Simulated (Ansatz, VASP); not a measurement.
**HfC: VASP beside Ansatz**

```xyz
4
Lattice="3.3486 0.0000 0.0000 -1.6743 2.9000 0.0000 0.0000 0.0000 5.0555" Properties=species:S:1:pos:R:3 pbc="T T T"
Hf    1.6743    0.9667    3.7916
Hf    0.0000    1.9333    1.2639
C     0.0000    0.0000    0.0000
C     0.0000    0.0000    2.5278
```

Alike in both runs: task single point; functional PBE; k mesh 15 × 15 × 8; occupations gaussian, width 0.1 eV; no spin polarisation.

```csv
,VASP,Ansatz
version,VASP 6.6.1,Ansatz 0.2.0
potentials or method,"VASP PAW PBE potentials, release 64 (Hf_pv, C), cutoff 520 eV","scalar-relativistic, plane waves, PAW"
valence electrons in the cell,28,60
```

```csv
,VASP,Ansatz,Ansatz less VASP
gap on the k mesh at the Fermi level (eV),none,none,-
pressure (GPa),4.4,5.0,+0.65
"traceless stress, the component that is largest in VASP (GPa)",6.17,6.11,-0.054
```

A gap of «none» marks a metal or a gap that the smearing closes. VASP's potentials hold 28 valence electrons a cell and Ansatz's 60, so a difference there can come from the potentials and not from the codes.

Neither program's run includes spin-orbit coupling.
